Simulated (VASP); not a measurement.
**MoS2: relaxation of cell and atoms with BLYP+D4**

MoS2:

```
CELL_PARAMETERS angstrom
3.22746 0.00000 0.00000
-1.61373 2.79507 0.00000
0.00000 0.00000 6.31247
ATOMIC_POSITIONS crystal
Mo 0.00000 0.00000 0.50000
S 0.66667 0.33333 0.74468
S 0.33333 0.66667 0.25532
```

```
Program                : VASP 6.6.1
Task                   : relaxation of cell and atoms
Functional             : BLYP
Dispersion             : D4
Potentials or basis    : VASP PAW PBE potentials, release 64 (Mo_sv, S)
Cutoff                 : 600 eV
k mesh                 : 9 × 9 × 4
Occupations            : fermi-dirac, width 0.05 eV
Spin                   : no spin polarisation
Dipole correction      : no
Further INCAR settings : ALGO = Normal; EDIFF = 1e-07; IBRION = 2; EDIFFG = -0.01; NSW = 60; ISIF = 3
```

The relaxed volume is 17.41 Å³/atom. The relaxed cell is a = 3.248 Å, b = 3.248 Å, c = 5.717 Å, α = 90.00°, β = 90.00°, γ = 120.00°. The space group after relaxing (to 0.1 Å) is P-3m1 (No. 164). The energy gained by relaxing is 34.8 meV/atom, the ionic steps are 17 and the pressure after relaxing is 0.0 GPa. The largest force after relaxing is 0.005 eV/Å and the band gap on the k mesh is zero (bands 13 and 14 overlap by 1.21 eV). The dispersion energy per atom is -0.844 eV.

Forces in eV/Å, atoms in the order of the input:
```
Mo   0.000  0.000  0.000
S    0.000  0.000 -0.005
S    0.000  0.000  0.005
```

Stress tensor (GPa, compression positive):
```
 0.01  0.00  0.00
 0.00  0.01  0.00
 0.00  0.00 -0.07
```

The path:
| step | energy change (eV) | largest force (eV/Å) | pressure (GPa) | volume (Å³) |
| --- | --- | --- | --- | --- |
| 1 | 0.0000 | 0.6282 | 1.42 | 56.94 |
| 2 | -0.0012 | 0.1867 | -4.09 | 58.35 |
| 3 | -0.0128 | 0.1990 | -1.50 | 57.65 |
| 4 | -0.0303 | 0.1711 | -1.29 | 56.82 |
| 5 | -0.0707 | 0.0752 | -0.29 | 54.37 |
| 6 | -0.0564 | 0.2017 | 3.80 | 49.61 |
| 7 | -0.0834 | 0.0683 | 1.18 | 52.69 |
| 8 | -0.0957 | 0.1536 | -0.59 | 52.70 |
| 9 | -0.0969 | 0.2348 | -1.21 | 52.70 |
| 10 | -0.1040 | 0.0582 | -0.01 | 52.01 |
| 11 | -0.1040 | 0.0522 | 0.03 | 51.99 |
| 12 | -0.1042 | 0.0326 | 0.06 | 52.05 |
| 13 | -0.1043 | 0.0100 | 0.10 | 52.12 |
| 14 | -0.1042 | 0.0351 | 0.18 | 52.27 |
| 15 | -0.1043 | 0.0063 | 0.13 | 52.17 |
| 16 | -0.1043 | 0.0155 | -0.15 | 52.30 |
| 17 | -0.1043 | 0.0050 | -0.02 | 52.24 |

Final structure:
```yaml
crystal:
  lattice:
    - [3.24819, 0.00000, 0.00000]
    - [-1.62410, 2.81302, 0.00000]
    - [0.00000, 0.00000, 5.71703]
  atoms:
    - { symbol: Mo, position: [0.00000, 0.00000, 0.50000] }
    - { symbol: S, position: [0.66667, 0.33333, 0.77175] }
    - { symbol: S, position: [0.33333, 0.66667, 0.22825] }
```

Levels at points of the mesh, in eV from the Fermi level:
```tsv
k point	band 11	band 12	band 13	band 14	band 15	band 16
(0.00, 0.00, 0.00)	-0.96	-0.93	-0.93	-0.36	-0.36	2.79
(0.00, 0.00, 0.50)	-0.96	-0.96	-0.64	-0.64	0.29	3.33
```

Run time: 5.7 min on 1 thread of Intel(R) Xeon(R) 6975P-C (Granite Rapids) (shared host), peak memory 0.24 GiB.

Caveat: the PAW data sets were made with another functional, which shifts forces and pressure a little.
